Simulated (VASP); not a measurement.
Set up this calculation in VASP 6.6.1, as the native input.

| Quantity | Value |
| --- | --- |
| Task | single point |
| Functional | PBEsol |
| Potentials or basis | VASP PAW PBE potentials, release 64 (Al, Ni) |
| Cutoff | 520 eV |
| k mesh | 14 × 14 × 14 |
| Occupations | gaussian, width 0.15 eV |
| Spin | no spin polarisation |
| Dipole correction | no |
| Further INCAR settings | ALGO = Fast; EDIFF = 1e-06; NBANDS = 24 |

The structure of AlNi3 lies in POSCAR:

```
AlNi3
1.0
   -0.1327322772      2.7034274915      2.7034274915
    2.7034274915     -0.1327322772      2.7034274915
    2.7034274915      2.7034274915     -0.1327322772
Al Ni
1 3
Direct
    0.5000000000      0.5000000000      0.5000000000
    0.2500000000      0.2500000000      0.2500000000
    0.0000000000      0.0000000000      0.0000000000
    0.7500000000      0.7500000000      0.7500000000
```

One way to write it, as run:

INCAR

```
SYSTEM = AlNi3
  PREC = Accurate
  ENCUT = 520
  EDIFF = 1E-6
  ISMEAR = 0
  SIGMA = 0.15
  LREAL = .False.
  LASPH = .True.
  NELM = 100
  ALGO = Fast
  ISIF = 2
  LWAVE = .False.
  LCHARG = .True.
  GGA = PS
  LELF = .True.
  LVHAR = .True.
  NBANDS = 24
```

KPOINTS

```
Automatic mesh
0
Gamma
  14 14 14
  0 0 0
```

Potentials or basis: VASP PAW PBE potentials, release 64 (Al, Ni).

Command:

```console
$ cat potpaw_PBE.64/Al/POTCAR potpaw_PBE.64/Ni/POTCAR > POTCAR
$ mpirun -np 1 vasp_std > vasp.out
```

Results of the run:

| Quantity | Value |
| --- | --- |
| Pressure | 8.5 GPa |
| Largest force | 0.118 eV/Å |
| Band gap on the k mesh | zero (an odd number of electrons rules out a gap without spin polarisation) |

Caveat: the cell stands under pressure; the PAW data sets were made with another functional, which shifts forces and pressure a little.

It took 2.5 min on 1 thread of Intel(R) Xeon(R) 6975P-C (Granite Rapids) (shared host), peak memory 0.34 GiB.
